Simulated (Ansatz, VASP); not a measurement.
**Two plane-wave programs on HC6**

INCAR

```
PREC = Accurate ; ENCUT = 520
EDIFF = 1E-7 ; ISMEAR = 0
SIGMA = 0.1 ; LREAL = F
LASPH = T ; NELM = 100
ALGO = Normal ; ISIF = 2
LWAVE = F ; LCHARG = F
LDIPOL = T ; IDIPOL = 3
DIPOL = 0.5 0.5 0.307 ; GGA = PE
NBANDS = 38
```

KPOINTS

```
Automatic mesh
0
Gamma
  6 3 1
```

The input POSCAR:

```
HC6
1.0
    4.9326910638      0.0000000000      0.0000000000
    0.0000000000      8.5222964205      0.0000000000
    0.0000000000      0.0000000000     22.9416055954
C H
12 2
Direct
    0.0000000000      0.0000000000      0.1743557130
    0.5000000000      0.0000000000      0.1743557130
    0.2500000000      0.0000000000      0.2053898368
    0.7500000000      0.0000000000      0.2053898368
    0.2500000000      0.0000000000      0.2674580844
    0.7500000000      0.0000000000      0.2674580844
    0.0000000000      0.0000000000      0.2977124344
    0.5000000000      0.0000000000      0.2977124344
    0.0000000000      0.0000000000      0.3626190265
    0.5000000000      0.0000000000      0.3626190265
    0.2500000000      0.0000000000      0.3897550046
    0.7500000000      0.0000000000      0.3897550046
    0.1568459804      0.0000000000      0.4512153935
    0.3431540196      0.0000000000      0.4512153935
```

Input for Ansatz:

```yaml
crystal:
  lattice:
    - [4.9326910638, 0.0, 0.0]
    - [0.0, 8.5222964205, 0.0]
    - [0.0, 0.0, 22.9416055954]
  atoms:
    - { symbol: C, position: [0.0, 0.0, 0.174355713] }
    - { symbol: C, position: [0.5, 0.0, 0.174355713] }
    - { symbol: C, position: [0.25, 0.0, 0.2053898368] }
    - { symbol: C, position: [0.75, 0.0, 0.2053898368] }
    - { symbol: C, position: [0.25, 0.0, 0.2674580844] }
    - { symbol: C, position: [0.75, 0.0, 0.2674580844] }
    - { symbol: C, position: [0.0, 0.0, 0.2977124344] }
    - { symbol: C, position: [0.5, 0.0, 0.2977124344] }
    - { symbol: C, position: [0.0, 0.0, 0.3626190265] }
    - { symbol: C, position: [0.5, 0.0, 0.3626190265] }
    - { symbol: C, position: [0.25, 0.0, 0.3897550046] }
    - { symbol: C, position: [0.75, 0.0, 0.3897550046] }
    - { symbol: H, position: [0.1568459804, 0.0, 0.4512153935] }
    - { symbol: H, position: [0.3431540196, 0.0, 0.4512153935] }
basis:
  ecutwfc: 420
kpoints:
  mp_grid: { grid: [6, 3, 1] }
hamiltonian:
  xc: pbe
  pseudopotentials: { kind: paw, azcp: { folder: soft_1 } }
scf:
  occupations: { method: gaussian, width: 0.1 }
output:
  forces: true
  eigenvalues: true
efield:
  axis: 3
  dipole_correction: true
  ramp_width: 0.04
```

Alike in both runs: task single point; functional PBE; k mesh 6 × 3 × 1; occupations gaussian, width 0.1 eV; no spin polarisation.

```csv
,VASP,Ansatz
version,VASP 6.6.1,Ansatz 0.2.0
potentials or method,"VASP PAW PBE potentials, release 64 (C, H), cutoff 520 eV","scalar-relativistic, plane waves, PAW"
valence electrons in the cell,50,50
```

```csv
,VASP,Ansatz,Ansatz less VASP
gap on the k mesh at the Fermi level (eV),none,none,-
rms of the force components (eV/Å),1.036,1.040,+0.0046
```

Atom by atom the forces differ by 0.014 eV/Å (rms over components). A gap of «none» marks a metal or a gap that the smearing closes.
